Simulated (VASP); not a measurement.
Runs of VASP 6.6.1 on GaN. The structure is that of space group F-43m (No. 216), or close to it. The cells are those of the table. 

```csv
task,cell,k mesh,cutoff (eV),smearing,gap on the mesh (eV),pressure (GPa)
single point,"a = 3.031 Å, angles 60.0°, 2 atoms",8 × 8 × 8,520,gaussian 0.01 eV,2.72,(b)
relaxation of cell and atoms,"relaxed to 30 GPa from a = 3.150 Å, angles 60.0°, 2 atoms",8 × 8 × 8,600,gaussian 0.01 eV,2.69,30.0
single point,"a = 3.150 Å, angles 60.0°, 2 atoms",16 × 16 × 16,520,fermi-dirac 0.08 eV,1.97,1.1
relaxation of cell and atoms,"relaxed from a = 3.187 Å, angles 60.0°, 2 atoms",16 × 16 × 16,600,fermi-dirac 0.08 eV,(a),0.0
```

Alike in all rows: level LDA; potentials or basis VASP PAW LDA potentials, release 64 (Ga_d, N); no spin polarisation.

Task: Fill in the values left out.

Result: (a) 1.94; (b) 31.5.

Caveats: the cell stands under pressure (at least some runs); the cell is relaxed towards a set pressure, so the run minimises the enthalpy, not the energy (at least some runs).

A k mesh can miss the band edges, and the runs leave out spin-orbit coupling on Ga.
